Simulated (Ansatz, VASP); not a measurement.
# Two plane-wave programs on SrO

```xyz
2
Lattice="0.0000 2.5612 2.5612 2.5612 0.0000 2.5612 2.5612 2.5612 0.0000" Properties=species:S:1:pos:R:3 pbc="T T T"
Sr    0.0000    0.0000    0.0000
O     2.5612    2.5612    2.5612
```

Alike in both runs: functional PBEsol; k mesh 6 × 6 × 6; occupations gaussian, width 0.02 eV; no spin polarisation.

Ansatz relaxed the structure, and its values are those at the end. VASP's run is a single point on that final structure, the one shown.

```csv
,VASP,Ansatz
version,VASP 6.6.1,Ansatz 0.2.0
potentials or method,"VASP PAW PBE potentials, release 64 (Sr_sv, O), cutoff 600 eV","scalar-relativistic, plane waves, PAW"
valence electrons in the cell,16,16
```

```csv
,VASP,Ansatz,Ansatz less VASP
gap on the k mesh at the Fermi level (eV),3.15,3.20,+0.048
least direct gap on the mesh (eV),3.23,3.26,+0.038
pressure (GPa),0.6,0.0,-0.57
```

VASP's potentials were made for PBE, not for PBEsol. The functional is the same, so the differences come from potentials, cutoffs and numerics.
